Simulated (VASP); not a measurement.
A run of VASP 6.6.1 is set up as follows.

The input POSCAR:

```
TiAl
1.0
    3.1714183436      0.0000000000      0.0000000000
    0.0000000000      3.1714183436      0.0000000000
    0.0000000000      0.0000000000      3.1714183436
Ti Al
1 1
Direct
    0.0000000000      0.0000000000      0.0000000000
    0.5000000000      0.5000000000      0.5000000000
```

INCAR.step1

```
SYSTEM = TiAl
  PREC = Accurate
  ENCUT = 520
  ISMEAR = 0
  SIGMA = 0.1
  LREAL = .FALSE.
  LASPH = .TRUE.
  NELM = 80
  NBANDS = 14
  GGA = PE
  ALGO = Normal
  EDIFF = 1E-4
  LWAVE = .TRUE.
  LCHARG = .FALSE.
```

INCAR.step2

```
SYSTEM = TiAl
  PREC = Accurate
  ENCUT = 520
  EDIFF = 1E-6
  ISMEAR = 0
  SIGMA = 0.1
  LREAL = .FALSE.
  LASPH = .TRUE.
  NELM = 80
  ALGO = Normal
  ISIF = 2
  LWAVE = .FALSE.
  LCHARG = .FALSE.
  METAGGA = R2SCAN
  LMIXTAU = .TRUE.
  NBANDS = 14
  ISTART = 1
```

Contents of KPOINTS:

```
Automatic mesh
0
G
  18 18 18
  0 0 0
```

Potentials or basis: VASP PAW PBE potentials, release 64 (Ti_sv, Al).

Run with:

```console
$ cat potpaw_PBE.64/Ti_sv/POTCAR potpaw_PBE.64/Al/POTCAR > POTCAR
$ cp INCAR.step1 INCAR
$ mpirun -np 1 vasp_std > vasp.out
$ cp INCAR.step2 INCAR
$ mpirun -np 1 vasp_std > vasp.out
```

(1) What does it give for the band gap on the k mesh?

(2) Estimate the pressure.

Results:

(1) zero (an odd number of electrons rules out a gap without spin polarisation).

(2) 0.1 GPa.

Caveat: the PAW data sets were made with another functional, which shifts forces and pressure a little.
